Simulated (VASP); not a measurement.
Here is a VASP 6.6.1 calculation.

The input INCAR:

```
SYSTEM = Li16H16O
ALGO = Normal
EDIFF = 1E-6
ENCUT = 520
GGA = PE
ISIF = 2
ISMEAR = 0
LASPH = .TRUE.
LCHARG = .FALSE.
LREAL = Auto
LWAVE = .FALSE.
NBANDS = 57
NELECT = 72.0
NELM = 100
PREC = Accurate
SIGMA = 0.01
```

File KPOINTS:

```
Automatic mesh
0
Gamma
  2 2 2
  0.5 0.5 0.5
```

The input POSCAR:

```
Li16H16O
1.0
   -4.0071000518      4.0071000518     -4.0071000518
    4.0071000518     -4.0071000518     -4.0071000518
   -4.0071000518     -4.0071000518      4.0071000518
Li H O
16 16 1
Direct
    0.0018229904      0.2555148957      0.7500000000
    0.7500000000      0.2555148957      1.0018229904
    0.4963080947      0.2444851043      0.2444851043
    0.2555148957      0.0018229904      0.7500000000
    0.2444851043      0.2444851043      0.4963080947
    1.0012869396      1.0012869396      1.0012869396
    0.7500000000      0.0018229904      0.2555148957
    0.4987130604      0.7500000000      0.7500000000
    0.4981770096      0.0036919053      0.4981770096
    0.2555148957      0.7500000000      1.0018229904
    0.0018229904      0.7500000000      0.2555148957
    0.7500000000      0.4987130604      0.7500000000
    0.7500000000      0.7500000000      0.4987130604
    0.4981770096      0.4981770096      1.0036919053
    0.2444851043      0.4963080947      0.2444851043
    0.0036919053      0.4981770096      0.4981770096
    0.7500000000      0.2587420329      0.4888377358
    0.4888377358      0.2587420329      0.7500000000
    0.2412579671      0.2412579671     -0.0199042971
    0.0111622642      0.0111622642      0.5199042971
   -0.0199042971      0.2412579671      0.2412579671
    0.7500000000      0.1005123161      0.7500000000
    0.5199042971      0.0111622642      0.0111622642
    0.2587420329      0.7500000000      0.4888377358
    0.2412579671     -0.0199042971      0.2412579671
    0.1005123161      0.7500000000      0.7500000000
    0.7500000000      0.7500000000      0.1005123161
    0.3994876839      0.3994876839      0.3994876839
    0.4888377358      0.7500000000      0.2587420329
    0.2587420329      0.4888377358      0.7500000000
    0.0111622642      0.5199042971      0.0111622642
    0.7500000000      0.4888377358      0.2587420329
    0.7500000000      0.7500000000      0.7500000000
```

Potentials or basis: VASP PAW PBE potentials, release 64 (Li_sv, H, O).

Launch:

```console
$ cat potpaw_PBE.64/Li_sv/POTCAR potpaw_PBE.64/H/POTCAR potpaw_PBE.64/O/POTCAR > POTCAR
$ mpirun -np 1 vasp_std > vasp.out
```

Problem. What does it give for the largest force?

Solution. 0.047 eV/Å.

Forces in eV/Å, atoms in the order of the input:
```
Li  -0.002  0.002 -0.006
Li  -0.002 -0.006  0.002
Li  -0.002  0.006 -0.002
Li   0.002 -0.002 -0.006
Li  -0.002 -0.002  0.006
Li  -0.027 -0.027 -0.027
Li   0.002 -0.006 -0.002
Li   0.027 -0.027  0.027
Li   0.006  0.002  0.002
Li  -0.006 -0.002  0.002
Li  -0.006  0.002 -0.002
Li  -0.027  0.027  0.027
Li   0.027  0.027 -0.027
Li   0.002  0.002  0.006
Li   0.006 -0.002 -0.002
Li   0.002  0.006  0.002
H    0.002  0.004 -0.002
H    0.002 -0.002  0.004
H    0.002  0.002 -0.004
H   -0.002 -0.002 -0.004
H    0.002 -0.004  0.002
H   -0.004  0.004  0.004
H   -0.002 -0.004 -0.002
H    0.004  0.002 -0.002
H   -0.004  0.002  0.002
H    0.004 -0.004  0.004
H    0.004  0.004 -0.004
H   -0.004 -0.004 -0.004
H    0.004 -0.002  0.002
H   -0.002  0.002  0.004
H   -0.004 -0.002 -0.002
H   -0.002  0.004  0.002
O    0.000  0.000  0.000
```

Caveat: the k points lie up to 0.55 Å⁻¹ apart; the cell carries a net charge on a neutralising background, which shifts energy and pressure; the cell differs from its parent crystal (with an interstitial atom, then relaxed in part).
